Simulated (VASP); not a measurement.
# SiB4Mo (F-43m) in VASP: further runs

Runs on SiB4Mo. Level: PBE. Tasks: single point.

Program: VASP 6.6.1. These are calculated values, not measurements. Logs are shortened: lines on timing, memory, paths and dates and some standing lists are left out, and cuts for length are marked.

### 1 The cell of the first run

Symmetry: F-43m, No. 216, cubic system. The conventional cell has a = 6.581 Å, b = 6.581 Å, c = 6.581 Å, α = 90.00°, β = 90.00°, γ = 90.00°. Within 3.7 Å of Si (site symmetry -43m) lie 12 B at 2.78 Å and 4 Mo at 2.85 Å. B (site symmetry 3m) has 1 Mo at 1.66 Å and 3 B at 1.95 Å within 2.2 Å. Mo (site symmetry -43m) has 4 B at 1.66 Å within 2.2 Å.

The cell was generated, and may not be a known phase.

### 2 Single point, PBE

File INCAR:

```
SYSTEM = SiB4Mo
  PREC = Accurate
  ENCUT = 520
  EDIFF = 1E-7
  ISMEAR = 0
  SIGMA = 0.1
  LREAL = .FALSE.
  LASPH = .TRUE.
  NELM = 60
  ALGO = Normal
  ISIF = 2
  LWAVE = .FALSE.
  LCHARG = .TRUE.
  GGA = PE
  LELF = .TRUE.
  LVHAR = .TRUE.
  NBANDS = 24
```

File KPOINTS:

```
Automatic mesh
0
G
  4 4 4
  0 0 0
```

File POSCAR:

```
SiB4Mo
1.0
    0.0000000000      3.2903196300      3.2903196300
    3.2903196300      0.0000000000      3.2903196300
    3.2903196300      3.2903196300      0.0000000000
Si B Mo
1 4 1
Direct
    0.2500000000      0.2500000000      0.2500000000
    0.8546502900      0.8546502900      0.8546502900
    0.8546502900      0.8546502900      0.4360491400
    0.8546502900      0.4360491400      0.8546502900
    0.4360491400      0.8546502900      0.8546502900
    0.0000000000      0.0000000000      0.0000000000
```

Potentials or basis: VASP PAW PBE potentials, release 64 (Si, B, Mo_sv).

The run is started by

```bash
> cat potpaw_PBE.64/Si/POTCAR potpaw_PBE.64/B/POTCAR potpaw_PBE.64/Mo_sv/POTCAR > POTCAR
> mpirun -np 1 vasp_std > vasp.out
```

OUTCAR:

```text
SYSTEM = SiB4Mo
   PREC = Accurate
   ENCUT = 520
   EDIFF = 1E-7
   ISMEAR = 0
   LREAL = .FALSE.
   LASPH = .TRUE.
   NELM = 60
   ISIF = 2
   GGA = PE

 ion  position               nearest neighbor table
   1  0.250  0.250  0.250-   6 2.85   6 2.85   6 2.85   6 2.85
   2  0.855  0.855  0.855-   6 1.66   4 1.95   5 1.95   3 1.95
   3  0.855  0.855  0.436-   6 1.66   4 1.95   5 1.95   2 1.95
   4  0.855  0.436  0.855-   6 1.66   3 1.95   5 1.95   2 1.95
   5  0.436  0.855  0.855-   6 1.66   3 1.95   4 1.95   2 1.95
   6  0.000  0.000  0.000-   2 1.66   3 1.66   4 1.66   5 1.66   1 2.85   1 2.85   1 2.85   1 2.85

  LATTYP: Found a face centered cubic cell.
 ALAT       =     6.5806392600

  Lattice vectors:

 A1 = (   0.0000000000,   3.2903196300,   3.2903196300)
 A2 = (   3.2903196300,   0.0000000000,   3.2903196300)
 A3 = (   3.2903196300,   3.2903196300,   0.0000000000)

Analysis of symmetry for initial positions (statically):
=====================================================================
 Subroutine PRICEL returns:
 Original cell was already a primitive cell.

 Routine SETGRP: Setting up the symmetry group for a
 face centered cubic supercell.

 Subroutine GETGRP returns: Found 24 space group operations
 (whereof 24 operations were pure point group operations)
 out of a pool of 48 trial point group operations.

The static configuration has the point symmetry T_d .

Analysis of symmetry for dynamics (positions and initial velocities):
=====================================================================
 Subroutine PRICEL returns:
 Original cell was already a primitive cell.

 Routine SETGRP: Setting up the symmetry group for a
 face centered cubic supercell.

 Subroutine GETGRP returns: Found 24 space group operations
 (whereof 24 operations were pure point group operations)
 out of a pool of 48 trial point group operations.

The dynamic configuration has the point symmetry T_d .

 Subroutine INISYM returns: Found 24 space group operations
 (whereof 24 operations are pure point group operations),
 and found     1 'primitive' translations

----------------------------------------------------------------------------------------

                                     Primitive cell

  volume of cell :      71.2433

  direct lattice vectors                    reciprocal lattice vectors
     0.000000000  3.290319630  3.290319630    -0.151960921  0.151960921  0.151960921
     3.290319630  0.000000000  3.290319630     0.151960921 -0.151960921  0.151960921
     3.290319630  3.290319630  0.000000000     0.151960921  0.151960921 -0.151960921

  length of vectors
     4.653214645  4.653214645  4.653214645     0.263204035  0.263204035  0.263204035

  position of ions in fractional coordinates (direct lattice)
     0.250000000  0.250000000  0.250000000
     0.854650290  0.854650290  0.854650290
     0.854650290  0.854650290  0.436049140
     0.854650290  0.436049140  0.854650290
     0.436049140  0.854650290  0.854650290
     0.000000000  0.000000000  0.000000000

  ion indices of the primitive-cell ions
   primitive index   ion index
                 1           1
                 2           2
                 3           3
                 4           4
                 5           5
                 6           6

----------------------------------------------------------------------------------------

 KPOINTS: Automatic mesh

Automatic generation of k-mesh.
 Grid dimensions read from file:
 generate k-points for:    4    4    4

 Generating k-lattice:

  Cartesian coordinates                     Fractional coordinates (reciprocal lattice)
    -0.037990230  0.037990230  0.037990230     0.250000000  0.000000000  0.000000000
     0.037990230 -0.037990230  0.037990230     0.000000000  0.250000000  0.000000000
     0.037990230  0.037990230 -0.037990230     0.000000000  0.000000000  0.250000000

  Length of vectors
     0.065801009  0.065801009  0.065801009

  Shift w.r.t. Gamma in fractional coordinates (k-lattice)
     0.000000000  0.000000000  0.000000000

 Subroutine IBZKPT returns following result:
 ===========================================

 Found      8 irreducible k-points:

 Following reciprocal coordinates:
            Coordinates               Weight
  0.000000  0.000000  0.000000      1.000000
  0.250000  0.000000  0.000000      8.000000
  0.500000  0.000000  0.000000      4.000000
  0.250000  0.250000  0.000000      6.000000
  0.500000  0.250000  0.000000     24.000000
 -0.250000  0.250000  0.000000     12.000000
  0.500000  0.500000  0.000000      3.000000
 -0.250000  0.500000  0.250000      6.000000
   k-points           NKPTS =      8   k-points in BZ     NKDIM =      8   number of bands    NBANDS=     24
   number of dos      NEDOS =    301   number of ions     NIONS =      6
   total plane-waves  NPLWV =  46656
   dimension x,y,z NGX =    36 NGY =   36 NGZ =   36
   dimension x,y,z NGXF=    72 NGYF=   72 NGZF=   72
   ions per type =               1   4   1
   NGX,Y,Z   is equivalent  to a cutoff of  12.86, 12.86, 12.86 a.u.
   NGXF,Y,Z  is equivalent  to a cutoff of  25.72, 25.72, 25.72 a.u.
 SYSTEM =  SiB4Mo
   PREC   = accura    normal or accurate (medium, high low for compatibility)
   ISTART =      0    job   : 0-new  1-cont  2-samecut
   ICHARG =      2    charge: 1-file 2-atom 10-const
   ISPIN  =      1    spin polarized calculation?
   LNONCOLLINEAR =      F non collinear calculations
   LSORBIT =      F    spin-orbit coupling
   LASPH  =      T    aspherical Exc in radial PAW
   ENCUT  =  520.0 eV  38.22 Ry    6.18 a.u.   8.65  8.65  8.65*2*pi/ulx,y,z
   NELM   =     60;   NELMIN=  2; NELMDL= -5     # of ELM steps
   EDIFF  = 0.1E-06   stopping-criterion for ELM
   LREAL  =      F    real-space projection
   EDIFFG = 0.1E-05   stopping-criterion for IOM
   NSW    =      0    number of steps for IOM
   IBRION =     -1    ionic relax: 0-MD 1-quasi-New 2-CG
   NFREE  =      0    steps in history (QN), initial steepest desc. (CG)
   ISIF   =      2    stress and relaxation
   ISYM   =      2    0-nonsym 1-usesym 2-fastsym
   POTIM  = 0.5000    time-step for ionic-motion
   TEBEG  =    0.0;   TEEND  =   0.0 temperature during run
   PSTRESS=    0.0 pullay stress
   NELECT =      30.0000    total number of electrons
   NUPDOWN=      -1.0000    fix difference up-down
   EMIN   =  10.00;   EMAX   =-10.00  energy-range for DOS
   EFERMI =   0.00;   METHOD = LEGACY
   ISMEAR =     0;   SIGMA  =   0.10  broadening in eV -4-tet -1-fermi 0-gaus
   EFERMI_NEDOS =   21; number of points for ismear=-14 and -15
   IALGO  =     38    algorithm
   IMIX   =      4    mixing-type and parameters
     AMIX     =   0.40;   BMIX     =  1.00
     AMIX_MAG =   1.60;   BMIX_MAG =  1.00
  volume/ion in A,a.u.               =      11.87        80.13
  Fermi-wavevector in a.u.,A,eV,Ry     =   1.227064  2.318814 20.486098  1.505686
  Thomas-Fermi vector in A             =   2.362041
   LORBIT       =      0    0 simple, 1 ext, 2 COOP (PROOUT), +10 PAW based schemes
   GGA     = PE    functional components
   LHFCALC =     F    Hartree Fock is set to
   AEXX    =    0.0000 exact exchange contribution
   IVDW    =     0    specifies the selected vdW correction
   LEPSILON=     F    determine dielectric tensor
   LRPA    =     F    only Hartree local field effects (RPA)
 non-spin polarized calculation
 Gauss-broadening in eV      SIGMA  =   0.10
  energy-cutoff  :      520.00
  volume of cell :       71.24
 maximum number of plane-waves:      1928
 NGX is ok and might be reduce to    36
   NGX = 17   NGY = 17   NGZ = 17

 number of electron      30.0000000 magnetization

 Free energy of the ion-electron system (eV)
  ---------------------------------------------------
  ext. energy  EPLUGINS =         0.00000000
  ---------------------------------------------------
  free energy    TOTEN  =       -27.08428028 eV

  energy without entropy =      -27.07554354  energy(sigma->0) =      -27.07991191

 E-fermi :   6.2948     XC(G=0): -10.7044

 val. band max:        6.1977517867   @ k =   0.5000   0.2500   0.0000
 cond. band min:       6.3999137631   @ k =   0.0000   0.0000   0.0000
 fundamental gap:      0.2021619764
 Fermi energy:         6.2947587230

 k-point     1 :       0.0000    0.0000    0.0000
  band No.  band energies     occupation
      1     -52.9222      2.00000
      2     -27.7783      2.00000
      3     -27.7783      2.00000
      4     -27.7783      2.00000
      5      -6.0165      2.00000
      6      -0.5601      2.00000
[... 16 lines left out ...]
     23      12.2211      0.00000
     24      13.1893      0.00000

 k-point     2 :       0.2500    0.0000    0.0000
  band No.  band energies     occupation
      1     -52.9221      2.00000
      2     -27.7831      2.00000
      3     -27.7791      2.00000
      4     -27.7791      2.00000
      5      -5.5885      2.00000
      6      -1.9527      2.00000
[... 16 lines left out ...]
     23      11.8157      0.00000
     24      13.2590      0.00000

 k-point     3 :       0.5000    0.0000    0.0000
  band No.  band energies     occupation
      1     -52.9220      2.00000
      2     -27.7880      2.00000
      3     -27.7799      2.00000
      4     -27.7799      2.00000
      5      -4.9698      2.00000
      6      -2.8137      2.00000
[... 16 lines left out ...]
     23      12.8883      0.00000
     24      13.3310      0.00000

 k-point     4 :       0.2500    0.2500    0.0000
  band No.  band energies     occupation
      1     -52.9221      2.00000
      2     -27.7829      2.00000
      3     -27.7803      2.00000
      4     -27.7803      2.00000
      5      -5.4546      2.00000
      6      -1.9356      2.00000
[... 16 lines left out ...]
     23      13.8223      0.00000
     24      14.3477      0.00000

 k-point     5 :       0.5000    0.2500    0.0000
  band No.  band energies     occupation
      1     -52.9220      2.00000
      2     -27.7865      2.00000
      3     -27.7824      2.00000
      4     -27.7811      2.00000
      5      -4.8744      2.00000
      6      -2.3895      2.00000
[... 16 lines left out ...]
     23      13.0051      0.00000
     24      14.7773      0.00000

 k-point     6 :      -0.2500    0.2500    0.0000
  band No.  band energies     occupation
      1     -52.9220      2.00000
      2     -27.7853      2.00000
      3     -27.7825      2.00000
      4     -27.7799      2.00000
      5      -5.0598      2.00000
      6      -2.3970      2.00000
[... 16 lines left out ...]
     23      13.5198      0.00000
     24      13.9470      0.00000

 k-point     7 :       0.5000    0.5000    0.0000
  band No.  band energies     occupation
      1     -52.9219      2.00000
      2     -27.7875      2.00000
      3     -27.7823      2.00000
      4     -27.7823      2.00000
      5      -4.7368      2.00000
      6      -1.8256      2.00000
[... 16 lines left out ...]
     23      13.4191      0.00000
     24      13.7011      0.00000

 k-point     8 :      -0.2500    0.5000    0.2500
  band No.  band energies     occupation
      1     -52.9219      2.00000
      2     -27.7854      2.00000
      3     -27.7844      2.00000
      4     -27.7823      2.00000
      5      -4.6990      2.00000
      6      -2.0582      2.00000
[... 16 lines left out ...]
     23      14.0097      0.00000
     24      14.9437      0.00000

------------------------ aborting loop because EDIFF is reached ----------------------------------------

  FORCE on cell =-STRESS in cart. coord.  units (eV):
  Direction    XX          YY          ZZ          XY          YZ          ZX
  --------------------------------------------------------------------------------------
  -------------------------------------------------------------------------------------
  Total       26.3691383     26.3691383     26.3691383     -0.0000000     -0.0000000      0.0000000
  in kB      593.0103312    593.0103312    593.0103312     -0.0000000     -0.0000000      0.0000000
  external PRESSURE =     593.0103312 kB  Pullay stress =       0.0000000 kB

 VOLUME and BASIS-vectors are now :
 -----------------------------------------------------------------------------
  energy-cutoff  :      520.00
  volume of cell :       71.24
      direct lattice vectors                 reciprocal lattice vectors
     0.000000000  3.290319630  3.290319630    -0.151960921  0.151960921  0.151960921
     3.290319630  0.000000000  3.290319630     0.151960921 -0.151960921  0.151960921
     3.290319630  3.290319630  0.000000000     0.151960921  0.151960921 -0.151960921

 POSITION                                       TOTAL-FORCE (eV/Angst)
 -----------------------------------------------------------------------------------
      1.64516      1.64516      1.64516         0.000000      0.000000      0.000000
      5.62415      5.62415      5.62415        -8.593078     -8.593078     -8.593078
      4.24681      4.24681      5.62415         8.593078      8.593078     -8.593078
      4.24681      5.62415      4.24681         8.593078     -8.593078      8.593078
      5.62415      4.24681      4.24681        -8.593078      8.593078      8.593078
      0.00000      0.00000      0.00000         0.000000     -0.000000      0.000000
 -----------------------------------------------------------------------------------
    total drift:                               -0.000005     -0.000005     -0.000005

  FREE ENERGIE OF THE ION-ELECTRON SYSTEM (eV)
  ---------------------------------------------------
  free  energy   TOTEN  =       -27.0842802791 eV

  energy  without entropy=      -27.0755435401  energy(sigma->0) =      -27.07991191
```

Run time: 17 s. Hardware: 1 thread of Intel Xeon Platinum 8488C (Sapphire Rapids), shared host; peak memory 0.2 GiB.

What came out:

```
Free energy            : -27.0843 eV
Pressure               : 59.3 GPa
Largest force          : 14.884 eV/Å
Band gap on the k mesh : zero (bands 15 and 16 overlap by 0.59 eV)
```

Forces in eV/Å, atoms in the order of the input:
```
Si   0.000  0.000  0.000
B   -8.593 -8.593 -8.593
B    8.593  8.593 -8.593
B    8.593 -8.593  8.593
B   -8.593  8.593  8.593
Mo   0.000  0.000  0.000
```

Levels at points of the mesh, in eV from the Fermi level:
| k point | band 13 | band 14 | band 15 | band 16 | band 17 | band 18 |
| --- | --- | --- | --- | --- | --- | --- |
| (0.00, 0.00, 0.00) | -0.54 | -0.54 | 0.11 | 1.38 | 1.38 | 1.38 |
| (0.50, 0.00, 0.00) | -3.08 | -3.08 | -1.80 | 1.27 | 1.27 | 3.68 |
| (0.50, 0.50, 0.00) | -3.19 | -2.51 | 0.39 | 2.16 | 2.16 | 2.48 |

Caveat: the k points lie up to 0.41 Å⁻¹ apart, too coarse for converged energies and pressures of a metal; forces of over 1 eV/Å act on the atoms, so gaps and moduli don't describe the material at rest.

### 3 Single point, PBE

This run uses another cell than the first one, of 15.27 Å³/atom.

File INCAR:

```
ALGO     = Normal         # electronic algorithm
EDIFF    = 1E-7           # SCF threshold, eV
ENCUT    = 520            # plane-wave cutoff, eV
GGA      = PE             # functional
ISIF     = 2              # what is computed and relaxed
ISMEAR   = 0              # smearing method
LASPH    = True           # aspherical terms in the spheres
LCHARG   = False          # write CHGCAR
LREAL    = False          # projectors in reciprocal space
LWAVE    = False          # write WAVECAR
NBANDS   = 24             # bands
NELM     = 60             # most SCF steps
PREC     = Accurate       # precision mode
SIGMA    = 0.1            # smearing width, eV
```

File KPOINTS:

```
k-points
0
Gamma
  4 4 4
```

File POSCAR:

```
SiB4Mo
1.0
    0.0000000000      3.5777863739      3.5777863739
    3.5777863739      0.0000000000      3.5777863739
    3.5777863739      3.5777863739      0.0000000000
Si B Mo
1 4 1
Direct
    0.2500000000      0.2500000000      0.2500000000
    0.8349145817      0.8349145817      0.8349145817
    0.8349145817      0.8349145817      0.4952562550
    0.8349145817      0.4952562550      0.8349145817
    0.4952562550      0.8349145817      0.8349145817
    0.0000000000      0.0000000000      0.0000000000
```

Potentials or basis: VASP PAW PBE potentials, release 64 (Si, B, Mo_sv).

The run is started by

```bash
> cat potpaw_PBE.64/Si/POTCAR potpaw_PBE.64/B/POTCAR potpaw_PBE.64/Mo_sv/POTCAR > POTCAR
> mpirun -np 1 vasp_std > vasp.out
```

Wall time 24 s (1 thread of Intel Xeon Platinum 8488C (Sapphire Rapids), shared host); peak memory 0.24 GiB.

The run converged. Its results:

* Free energy: -36.2701 eV
* Pressure: 0.1 GPa
* Largest force: 0.006 eV/Å
* Band gap on the k mesh: zero (bands 15 and 16 overlap by 0.81 eV)

Forces on the atoms (eV/Å):
```
Si   0.000  0.000  0.000
B    0.003  0.003  0.003
B   -0.003 -0.003  0.003
B   -0.003  0.003 -0.003
B    0.003 -0.003 -0.003
Mo   0.000  0.000  0.000
```

Levels at points of the mesh, in eV from the Fermi level:
```
           k point  band 11  band 12  band 13  band 14  band 15  band 16  band 17  band 18  band 19  band 20
(0.00, 0.00, 0.00)    -2.00    -1.69    -1.03    -1.03    -1.03     0.61     0.61     0.61     3.06     3.06
(0.50, 0.00, 0.00)    -2.26    -2.26    -2.20    -1.83    -1.83     0.85     0.85     2.39     3.77     3.77
(0.50, 0.50, 0.00)    -2.59    -2.32    -2.32    -0.54     0.87     0.96     0.96     1.23     1.44     2.79
```

Caveat: the k points lie up to 0.38 Å⁻¹ apart, too coarse for converged energies and pressures of a metal.

The gap in the log of VASP goes by the Fermi energy; the results here count the filled bands.